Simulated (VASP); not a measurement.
SnO2, 6 atoms in the cell. The typed cell holds 6 atoms: a = 4.760 Å, b = 4.760 Å, c = 3.201 Å, α = 90.00°, β = 90.00°, γ = 90.00°. 

* Program: VASP 6.6.1
* Task: single point
* Functional: r2SCAN
* Potentials or basis: VASP PAW PBE potentials, release 64 (Sn_d, O)
* Cutoff: 520 eV
* k mesh: 6 × 6 × 8
* Occupations: gaussian, width 0.02 eV
* Spin: no spin polarisation
* Dipole correction: no
* Further INCAR settings: ALGO = Normal; EDIFF = 1e-07; NBANDS = 35

Potentials or basis: VASP PAW PBE potentials, release 64 (Sn_d, O).

Run with:

```console
$ cat potpaw_PBE.64/Sn_d/POTCAR potpaw_PBE.64/O/POTCAR > POTCAR
$ cp INCAR.step1 INCAR
$ mpirun -np 1 vasp_std > vasp.out
$ cp INCAR.step2 INCAR
$ mpirun -np 1 vasp_std > vasp.out
```

Hardware: 1 thread of Intel Xeon 8259CL, with other jobs on the host.

Q: How long does it take, and how much memory?

A: It took 25 min on 1 thread of Intel Xeon 8259CL, with other jobs on the host, peak memory 0.26 GiB. Counts: k points 80.
